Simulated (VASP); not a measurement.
# Ho3PRu (P6/mmm) in VASP: a series of runs

Runs on Ho3PRu. Level: PBE. Tasks: single point.

Everything below comes from runs of VASP 6.6.1. Logs are shortened: lines on timing, memory, paths and dates and some standing lists are left out, and cuts for length are marked.

### Step 1. The cell of the first run

It takes space group P6/mmm (No. 191, hexagonal). The conventional cell has a = 5.989 Å, b = 5.989 Å, c = 4.174 Å, α = 90.00°, β = 90.00°, γ = 120.00°. Within 3.9 Å of Ho (site symmetry mmm) lie 4 Ho at 2.99 Å and 2 Ru at 2.99 Å and 4 P at 3.65 Å. P (site symmetry 6/mmm) has 2 Ru at 2.09 Å within 2.8 Å. Within 2.8 Å of Ru (site symmetry 6/mmm) lie 2 P at 2.09 Å.

The cell was built from a structure type or drawn by symmetry, and may not be a known phase.

### Step 2. Single point, PBE

Contents of INCAR:

```
PREC     = Accurate       # precision mode
ENCUT    = 500            # plane-wave cutoff, eV
EDIFF    = 1E-6           # SCF threshold, eV
ISMEAR   = 0              # smearing method
SIGMA    = 0.1            # smearing width, eV
LREAL    = False          # projectors in reciprocal space
LASPH    = True           # aspherical terms in the spheres
NELM     = 200            # most SCF steps
ALGO     = Normal         # electronic algorithm
ISIF     = 2              # what is computed and relaxed
LWAVE    = False          # write WAVECAR
LCHARG   = False          # write CHGCAR
GGA      = PE             # functional
NBANDS   = 31             # bands
GGA_COMPAT= False        
LMAXMIX  = 6              # l up to which the mixer works
```

Contents of KPOINTS:

```
Automatic mesh
0
Gamma
  3 3 4
```

Contents of POSCAR:

```
Ho3PRu
1.0
    5.9894213100      0.0000000000      0.0000000000
   -2.9947106600      5.1869910100      0.0000000000
    0.0000000000      0.0000000000      4.1739149200
Ho P Ru
3 1 1
Direct
    0.5000000000      0.0000000000      0.0000000000
    0.0000000000      0.5000000000      0.0000000000
    0.5000000000      0.5000000000      0.0000000000
    0.0000000000      0.0000000000      0.5000000000
    0.0000000000      0.0000000000      0.0000000000
```

Potentials or basis: VASP PAW PBE potentials, release 64 (Ho_3, P, Ru_pv), 4f in core.

The run is started by

```bash
> cat potpaw_PBE.64/Ho_3/POTCAR potpaw_PBE.64/P/POTCAR potpaw_PBE.64/Ru_pv/POTCAR > POTCAR
> mpirun -np 1 vasp_std > vasp.out
```

OUTCAR:

```text
PREC = Accurate
   ENCUT = 500
   EDIFF = 1E-6
   ISMEAR = 0
   LREAL = False
   LASPH = True
   NELM = 200
   ISIF = 2
   GGA = PE

 ion  position               nearest neighbor table
   1  0.500  0.000  0.000-   2 2.99   2 2.99   5 2.99   5 2.99   3 2.99   3 2.99
   2  0.000  0.500  0.000-   1 2.99   1 2.99   3 2.99   3 2.99   5 2.99   5 2.99
   3  0.500  0.500  0.000-   5 2.99   5 2.99   2 2.99   2 2.99   1 2.99   1 2.99
   4  0.000  0.000  0.500-   5 2.09   5 2.09
   5  0.000  0.000  0.000-   4 2.09   4 2.09   3 2.99   3 2.99   1 2.99   1 2.99   2 2.99   2 2.99

  LATTYP: Found a hexagonal cell.
 ALAT       =     5.9894213100
 C/A-ratio  =     0.6968811683

  Lattice vectors:

 A1 = (   5.9894213100,   0.0000000000,   0.0000000000)
 A2 = (  -2.9947106600,   5.1869910100,   0.0000000000)
 A3 = (   0.0000000000,   0.0000000000,   4.1739149200)

Analysis of symmetry for initial positions (statically):
=====================================================================
 Subroutine PRICEL returns:
 Original cell was already a primitive cell.

 Routine SETGRP: Setting up the symmetry group for a
 hexagonal supercell.

 Subroutine GETGRP returns: Found 24 space group operations
 (whereof 24 operations were pure point group operations)
 out of a pool of 24 trial point group operations.

The static configuration has the point symmetry D_6h.

Analysis of symmetry for dynamics (positions and initial velocities):
=====================================================================
 Subroutine PRICEL returns:
 Original cell was already a primitive cell.

 Routine SETGRP: Setting up the symmetry group for a
 hexagonal supercell.

 Subroutine GETGRP returns: Found 24 space group operations
 (whereof 24 operations were pure point group operations)
 out of a pool of 24 trial point group operations.

The dynamic configuration has the point symmetry D_6h.

 Subroutine INISYM returns: Found 24 space group operations
 (whereof 24 operations are pure point group operations),
 and found     1 'primitive' translations

----------------------------------------------------------------------------------------

                                     Primitive cell

  volume of cell :     129.6713

  direct lattice vectors                    reciprocal lattice vectors
     5.989421310  0.000000000  0.000000000     0.166961038  0.096395000  0.000000000
    -2.994710660  5.186991010  0.000000000     0.000000000  0.192790001  0.000000000
     0.000000000  0.000000000  4.173914920     0.000000000  0.000000000  0.239583226

  length of vectors
     5.989421310  5.989421314  4.173914920     0.192790001  0.192790001  0.239583226

  position of ions in fractional coordinates (direct lattice)
     0.500000000  0.000000000  0.000000000
     0.000000000  0.500000000  0.000000000
     0.500000000  0.500000000  0.000000000
     0.000000000  0.000000000  0.500000000
     0.000000000  0.000000000  0.000000000

  ion indices of the primitive-cell ions
   primitive index   ion index
                 1           1
                 2           2
                 3           3
                 4           4
                 5           5

----------------------------------------------------------------------------------------

 KPOINTS: Automatic mesh

Automatic generation of k-mesh.
 Grid dimensions read from file:
 generate k-points for:    3    3    4

 Generating k-lattice:

  Cartesian coordinates                     Fractional coordinates (reciprocal lattice)
     0.055653679  0.032131667  0.000000000     0.333333333 -0.000000000  0.000000000
     0.000000000  0.064263334  0.000000000     0.000000000  0.333333333  0.000000000
     0.000000000  0.000000000  0.059895806     0.000000000  0.000000000  0.250000000

  Length of vectors
     0.064263334  0.064263334  0.059895806

  Shift w.r.t. Gamma in fractional coordinates (k-lattice)
     0.000000000  0.000000000  0.000000000

 Subroutine IBZKPT returns following result:
 ===========================================

 Found      9 irreducible k-points:

 Following reciprocal coordinates:
            Coordinates               Weight
  0.000000  0.000000  0.000000      1.000000
  0.333333  0.000000  0.000000      6.000000
  0.333333  0.333333  0.000000      2.000000
  0.000000  0.000000  0.250000      2.000000
  0.333333  0.000000  0.250000     12.000000
  0.333333  0.333333  0.250000      4.000000
  0.000000  0.000000  0.500000      1.000000
  0.333333  0.000000  0.500000      6.000000
  0.333333  0.333333  0.500000      2.000000
   k-points           NKPTS =      9   k-points in BZ     NKDIM =      9   number of bands    NBANDS=     31
   number of dos      NEDOS =    301   number of ions     NIONS =      5
   total plane-waves  NPLWV =  69120
   dimension x,y,z NGX =    48 NGY =   48 NGZ =   30
   dimension x,y,z NGXF=    96 NGYF=   96 NGZF=   60
   ions per type =               3   1   1
   NGX,Y,Z   is equivalent  to a cutoff of  13.32, 13.32, 11.95 a.u.
   NGXF,Y,Z  is equivalent  to a cutoff of  26.65, 26.65, 23.90 a.u.
 SYSTEM =  unknown system
   PREC   = accura    normal or accurate (medium, high low for compatibility)
   ISTART =      0    job   : 0-new  1-cont  2-samecut
   ICHARG =      2    charge: 1-file 2-atom 10-const
   ISPIN  =      1    spin polarized calculation?
   LNONCOLLINEAR =      F non collinear calculations
   LSORBIT =      F    spin-orbit coupling
   LASPH  =      T    aspherical Exc in radial PAW
   ENCUT  =  500.0 eV  36.75 Ry    6.06 a.u.  10.92 10.92  7.61*2*pi/ulx,y,z
   NELM   =    200;   NELMIN=  2; NELMDL= -5     # of ELM steps
   EDIFF  = 0.1E-05   stopping-criterion for ELM
   LREAL  =      F    real-space projection
   EDIFFG = 0.1E-04   stopping-criterion for IOM
   NSW    =      0    number of steps for IOM
   IBRION =     -1    ionic relax: 0-MD 1-quasi-New 2-CG
   NFREE  =      0    steps in history (QN), initial steepest desc. (CG)
   ISIF   =      2    stress and relaxation
   ISYM   =      2    0-nonsym 1-usesym 2-fastsym
   POTIM  = 0.5000    time-step for ionic-motion
   TEBEG  =    0.0;   TEEND  =   0.0 temperature during run
   PSTRESS=    0.0 pullay stress
   NELECT =      46.0000    total number of electrons
   NUPDOWN=      -1.0000    fix difference up-down
   EMIN   =  10.00;   EMAX   =-10.00  energy-range for DOS
   EFERMI =   0.00;   METHOD = LEGACY
   ISMEAR =     0;   SIGMA  =   0.10  broadening in eV -4-tet -1-fermi 0-gaus
   EFERMI_NEDOS =   21; number of points for ismear=-14 and -15
   IALGO  =     38    algorithm
   IMIX   =      4    mixing-type and parameters
     AMIX     =   0.40;   BMIX     =  1.00
     AMIX_MAG =   1.60;   BMIX_MAG =  1.00
  volume/ion in A,a.u.               =      25.93       175.01
  Fermi-wavevector in a.u.,A,eV,Ry     =   1.158900  2.190004 18.273307  1.343050
  Thomas-Fermi vector in A             =   2.295498
   LORBIT       =      0    0 simple, 1 ext, 2 COOP (PROOUT), +10 PAW based schemes
   GGA     = PE    functional components
   LHFCALC =     F    Hartree Fock is set to
   AEXX    =    0.0000 exact exchange contribution
   IVDW    =     0    specifies the selected vdW correction
   LEPSILON=     F    determine dielectric tensor
   LRPA    =     F    only Hartree local field effects (RPA)
 non-spin polarized calculation
 Gauss-broadening in eV      SIGMA  =   0.10
  energy-cutoff  :      500.00
  volume of cell :      129.67
 maximum number of plane-waves:      3309
 NGX is ok and might be reduce to    48
   NGX = 21   NGY = 21   NGZ = 15

 number of electron      45.9999997 magnetization

 Free energy of the ion-electron system (eV)
  ---------------------------------------------------
  ext. energy  EPLUGINS =         0.00000000
  ---------------------------------------------------
  free energy    TOTEN  =       -26.92435540 eV

  energy without entropy =      -26.89162775  energy(sigma->0) =      -26.90799157

 E-fermi :   4.2511     XC(G=0): -10.0238

 val. band max:        4.1973832645   @ k =   0.3333   0.0000   0.2500
 cond. band min:       4.3076813672   @ k =   0.3333   0.0000   0.5000
 fundamental gap:      0.1102981026
 Fermi energy:         4.2511386488

 k-point     1 :       0.0000    0.0000    0.0000
  band No.  band energies     occupation
      1     -38.5083      2.00000
      2     -37.9024      2.00000
      3     -37.9024      2.00000
      4     -21.0553      2.00000
      5     -20.3520      2.00000
      6     -20.3520      2.00000
[... 23 lines left out ...]
     30       6.6628      0.00000
     31       6.6786      0.00000

 k-point     2 :       0.3333    0.0000    0.0000
  band No.  band energies     occupation
      1     -38.5083      2.00000
      2     -37.9016      2.00000
      3     -37.9002      2.00000
      4     -20.7818      2.00000
      5     -20.2823      2.00000
      6     -20.1251      2.00000
[... 23 lines left out ...]
     30       6.6371      0.00000
     31       6.8962      0.00000

 k-point     3 :       0.3333    0.3333    0.0000
  band No.  band energies     occupation
      1     -38.5083      2.00000
      2     -37.9001      2.00000
      3     -37.9001      2.00000
      4     -20.3911      2.00000
      5     -20.3911      2.00000
      6     -20.1602      2.00000
[... 23 lines left out ...]
     30       6.8005      0.00000
     31       6.8009      0.00000

 k-point     4 :       0.0000    0.0000    0.2500
  band No.  band energies     occupation
      1     -38.5162      2.00000
      2     -37.9022      2.00000
      3     -37.9022      2.00000
      4     -21.0511      2.00000
      5     -20.3485      2.00000
      6     -20.3485      2.00000
[... 23 lines left out ...]
     30       6.3492      0.00000
     31       8.2810      0.00000

 k-point     5 :       0.3333    0.0000    0.2500
  band No.  band energies     occupation
      1     -38.5162      2.00000
      2     -37.9015      2.00000
      3     -37.9001      2.00000
      4     -20.7780      2.00000
      5     -20.2787      2.00000
      6     -20.1220      2.00000
[... 23 lines left out ...]
     30       6.6584      0.00000
     31       6.9551      0.00000

 k-point     6 :       0.3333    0.3333    0.2500
  band No.  band energies     occupation
      1     -38.5162      2.00000
      2     -37.9000      2.00000
      3     -37.9000      2.00000
      4     -20.3879      2.00000
      5     -20.3879      2.00000
      6     -20.1563      2.00000
[... 23 lines left out ...]
     30       6.8910      0.00000
     31       7.2454      0.00000

 k-point     7 :       0.0000    0.0000    0.5000
  band No.  band energies     occupation
      1     -38.5241      2.00000
      2     -37.9021      2.00000
      3     -37.9021      2.00000
      4     -21.0469      2.00000
      5     -20.3450      2.00000
      6     -20.3450      2.00000
[... 23 lines left out ...]
     30       7.7512      0.00000
     31       7.7531      0.00000

 k-point     8 :       0.3333    0.0000    0.5000
  band No.  band energies     occupation
      1     -38.5241      2.00000
      2     -37.9014      2.00000
      3     -37.8999      2.00000
      4     -20.7741      2.00000
      5     -20.2751      2.00000
      6     -20.1189      2.00000
[... 23 lines left out ...]
     30       6.8463      0.00000
     31       7.0044      0.00000

 k-point     9 :       0.3333    0.3333    0.5000
  band No.  band energies     occupation
      1     -38.5241      2.00000
      2     -37.8999      2.00000
      3     -37.8999      2.00000
      4     -20.3846      2.00000
      5     -20.3846      2.00000
      6     -20.1524      2.00000
[... 23 lines left out ...]
     30       7.7101      0.00000
     31       7.7310      0.00000

------------------------ aborting loop because EDIFF is reached ----------------------------------------

  FORCE on cell =-STRESS in cart. coord.  units (eV):
  Direction    XX          YY          ZZ          XY          YZ          ZX
  --------------------------------------------------------------------------------------
  -------------------------------------------------------------------------------------
  Total        4.3819150      4.3819150      8.8206784     -0.0000000      0.0000000      0.0000000
  in kB       54.1415371     54.1415371    108.9854748     -0.0000001      0.0000000      0.0000000
  external PRESSURE =      72.4228497 kB  Pullay stress =       0.0000000 kB

 VOLUME and BASIS-vectors are now :
 -----------------------------------------------------------------------------
  energy-cutoff  :      500.00
  volume of cell :      129.67
      direct lattice vectors                 reciprocal lattice vectors
     5.989421310  0.000000000  0.000000000     0.166961038  0.096395000  0.000000000
    -2.994710660  5.186991010  0.000000000     0.000000000  0.192790001  0.000000000
     0.000000000  0.000000000  4.173914920     0.000000000  0.000000000  0.239583226

 POSITION                                       TOTAL-FORCE (eV/Angst)
 -----------------------------------------------------------------------------------
      2.99471      0.00000      0.00000         0.000000      0.000000      0.000000
     -1.49736      2.59350      0.00000        -0.000000      0.000000      0.000000
      1.49736      2.59350      0.00000         0.000000      0.000000      0.000000
      0.00000      0.00000      2.08696         0.000000      0.000000      0.000000
      0.00000      0.00000      0.00000         0.000000      0.000000      0.000000
 -----------------------------------------------------------------------------------
    total drift:                               -0.000000      0.000000      0.000000

  FREE ENERGIE OF THE ION-ELECTRON SYSTEM (eV)
  ---------------------------------------------------
  free  energy   TOTEN  =       -26.9243553993 eV

  energy  without entropy=      -26.8916277456  energy(sigma->0) =      -26.90799157
```

Run time: 24 s. Hardware: 1 thread of Intel Xeon 6975P-C (Granite Rapids), shared host; peak memory 0.25 GiB.

Results:

```yaml
Free_energy: -26.9244 eV
Pressure: 7.2 GPa
Band_gap_on_the_k_mesh: zero (bands 23 and 24 overlap by 1.01 eV)
```

Caveat: the k points lie up to 0.40 Å⁻¹ apart, too coarse for converged energies and pressures of a metal; spin-orbit coupling is left out, which moves the levels of the heavy elements; the 4f electrons are frozen in the core, so they carry no moment and show no levels. Spin polarisation is off, so any magnetic state and its effect on volume and gap are missing.

### Step 3. Single point, PBE

This run uses another cell than the first one, of 28.59 Å³/atom.

Contents of INCAR:

```
PREC = Accurate
ENCUT = 500
EDIFF = 1E-6
ISMEAR = 0
SIGMA = 0.1
LREAL = False
LASPH = True
NELM = 200
ALGO = Normal
ISIF = 2
LWAVE = False
LCHARG = False
GGA = PE
NBANDS = 31
GGA_COMPAT = False
LMAXMIX = 6
```

Contents of KPOINTS:

```
regular mesh
0
Gamma
  3 3 4
```

Changes to POSCAR since step 2:

```diff
@@ -2,5 +2,5 @@
 1.0
-    5.9894213100      0.0000000000      0.0000000000
-   -2.9947106600      5.1869910100      0.0000000000
-    0.0000000000      0.0000000000      4.1739149200
+    6.1746986874      0.0000000030      0.0000000000
+   -3.0873493463      5.3474459225      0.0000000000
+    0.0000000000      0.0000000000      4.3293742981
 Ho P Ru
```

Potentials or basis: VASP PAW PBE potentials, release 64 (Ho_3, P, Ru_pv), 4f in core.

The run is started by

```bash
> cat potpaw_PBE.64/Ho_3/POTCAR potpaw_PBE.64/P/POTCAR potpaw_PBE.64/Ru_pv/POTCAR > POTCAR
> mpirun -np 1 vasp_std > vasp.out
```

Wall time 30 s (1 thread of Intel Xeon 6975P-C (Granite Rapids), shared host); peak memory 0.26 GiB.

The run converged. Its results:

* Free energy: -27.2062 eV
* Pressure: -0.1 GPa
* Band gap on the k mesh: zero (bands 23 and 24 overlap by 0.94 eV)

Stress tensor (GPa, compression positive):
```
 0.03  0.00  0.00
 0.00  0.03  0.00
 0.00  0.00 -0.31
```

Levels at points of the mesh, in eV from the Fermi level:
```tsv
k point	band 20	band 21	band 22	band 23	band 24	band 25	band 26	band 27
(0.00, 0.00, 0.00)	-2.16	-2.16	-1.18	-0.69	-0.01	0.58	0.58	1.26
(0.00, 0.00, 0.50)	-2.33	-1.38	0.23	0.86	0.86	1.17	1.17	2.71
```

Caveat: the k points lie up to 0.39 Å⁻¹ apart, too coarse for converged energies and pressures of a metal; spin-orbit coupling is left out, which moves the levels of the heavy elements; the 4f electrons are frozen in the core, so they carry no moment and show no levels. Spin polarisation is off, so any magnetic state and its effect on volume and gap are missing.
